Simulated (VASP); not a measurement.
## AlN: single point with HSE06

AlN:

```
Al N
1.0
     0.00000    2.25042    2.11054
     2.25042    0.00000    2.11054
     2.25042    2.25042    0.00000
Al N
1 1
Direct
  0.00000 0.00000 0.00000
  0.25000 0.25000 0.25000
```

This cell differs from its parent crystal: epitaxial xy strain +3.0%.

* Program: VASP 6.6.1
* Task: single point
* Functional: HSE06
* Potentials or basis: VASP PAW PBE potentials, release 64 (Al, N)
* Cutoff: 520 eV
* k mesh: 8 × 8 × 8
* Occupations: gaussian, width 0.01 eV
* Spin: no spin polarisation

```
Pressure               : -6.1 GPa
Band gap on the k mesh : 4.20 eV (least direct gap 5.12 eV)
```

Stress tensor (GPa, compression positive):
```
-8.64  0.00  0.00
 0.00 -8.64  0.00
 0.00  0.00 -0.89
```

Levels at points of the mesh, in eV from the valence-band top:
| k point | band 1 | band 2 | band 3 | band 4 | band 5 | band 6 | band 7 | band 8 | band 9 |
| --- | --- | --- | --- | --- | --- | --- | --- | --- | --- |
| (0.00, 0.00, 0.00) | -16.50 | -0.24 | -0.24 | 0.00 | 5.12 | 13.76 | 13.84 | 13.84 | 18.15 |
| (0.50, 0.00, 0.00) | -14.38 | -6.40 | -0.97 | -0.44 | 8.30 | 11.31 | 11.81 | 13.21 | 19.19 |
| (0.50, 0.50, 0.00) | -13.55 | -4.99 | -2.45 | -2.45 | 4.20 | 9.05 | 16.30 | 16.96 | 16.96 |
| (0.50, 0.00, 0.50) | -13.82 | -5.64 | -1.90 | -1.89 | 4.48 | 10.07 | 15.13 | 16.53 | 18.44 |

It took 32 min on 1 thread of Intel(R) Xeon(R) Platinum 8488C (Sapphire Rapids), on a shared host, peak memory 0.26 GiB.

Caveat: the cell differs from its parent crystal (epitaxial xy strain +3.0%); the stress differs along the axes, from -9 to -1 GPa; the structure was generated, so it needn't be the stable form of AlN; the PAW data sets were made with another functional, which shifts forces and pressure a little. A k mesh can miss the band edges.
